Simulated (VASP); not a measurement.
Crystal: ZnS.

```
Zn S
1.0
     0.00000    2.53102    2.53102
     2.53102    0.00000    2.53102
     2.53102    2.53102    0.00000
Zn S
1 1
Direct
  0.00000 0.00000 0.00000
  0.50000 0.50000 0.50000
```

Base run:

| Quantity | Value |
| --- | --- |
| Program | VASP 6.6.1 |
| Functional | PBE |
| Potentials or basis | VASP PAW PBE potentials, release 64 (Zn, S) |
| Cutoff | 520 eV |
| k mesh | 6 × 6 × 6 |
| Occupations | fermi-dirac, width 0.02 eV |
| Spin | no spin polarisation |

Its results: band gap on the k mesh zero (band 9 reaches 4.05 eV, above the bottom of band 10 at 3.77 eV); pressure 2.5 GPa.

The run is repeated on the same cell with these changes: functional from PBE to r2SCAN. What comes out?

Band gap on the k mesh 0.14 eV, indirect (least direct gap 2.77 eV); pressure 0.3 GPa.

r2SCAN gives the wider gap, since meta-GGAs in the generalised Kohn-Sham scheme recover part of the derivative discontinuity.

Caveats: the PAW data sets were made with another functional, which shifts forces and pressure a little (some runs).

A k mesh can miss the band edges.
